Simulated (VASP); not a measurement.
A run of VASP 6.6.1 is set up as follows.

The input INCAR:

```
SYSTEM = C
  PREC = Accurate
  ENCUT = 600
  EDIFF = 1E-6
  ISMEAR = -1
  SIGMA = 0.05
  LREAL = .FALSE.
  LASPH = .TRUE.
  NELM = 100
  ALGO = Normal
  ISIF = 3
  LWAVE = .FALSE.
  LCHARG = .FALSE.
  GGA = RP
  IBRION = 2
  NSW = 60
  EDIFFG = -0.01
```

The input KPOINTS:

```
regular mesh
0
G
  12 12 3
  0 0 0
```

POSCAR

```
C
1.0
    2.5221000000      0.0000000000      0.0000000000
   -1.2610500000      2.1842026709      0.0000000000
    0.0000000000      0.0000000000     12.3557000000
C
12
Direct
    0.6666666667      0.3333333333      0.3541700000
    0.3333333333      0.6666666667      0.8541700000
    0.6666666667      0.3333333333      0.1458300000
    0.3333333333      0.6666666667      0.6458300000
    0.6666666667      0.3333333333      0.4791700000
    0.3333333333      0.6666666667      0.9791700000
    0.6666666667      0.3333333333      0.0208300000
    0.3333333333      0.6666666667      0.5208300000
    0.0000000000      0.0000000000      0.8125000000
    0.0000000000      0.0000000000      0.3125000000
    0.0000000000      0.0000000000      0.6875000000
    0.0000000000      0.0000000000      0.1875000000
```

Potentials or basis: VASP PAW PBE potentials, release 64 (C).

Run with:

```bash
$ cat potpaw_PBE.64/C/POTCAR > POTCAR
$ mpirun -np 1 vasp_std > vasp.out
```

Problem. Estimate the relaxed volume.

Solution. 5.78 Å³/atom.

Problem. Predict the band gap on the k mesh.

Solution. 4.40 eV, indirect (least direct gap 5.35 eV).

The path:
```tsv
step	energy change (eV)	largest force (eV/Å)	pressure (GPa)	volume (Å³)
1	0.0000	0.3304	8.02	68.06
2	0.0124	0.3054	-8.86	70.89
3	-0.0480	0.0854	-0.25	69.37
4	-0.0480	0.0832	-0.09	69.34
5	-0.0474	0.1511	0.06	69.32
6	-0.0485	0.0304	-0.03	69.33
7	-0.0485	0.0145	0.04	69.32
8	-0.0485	0.0017	0.02	69.33
```

Caveat: the PAW data sets were made with another functional, which shifts forces and pressure a little. A k mesh can miss the band edges.
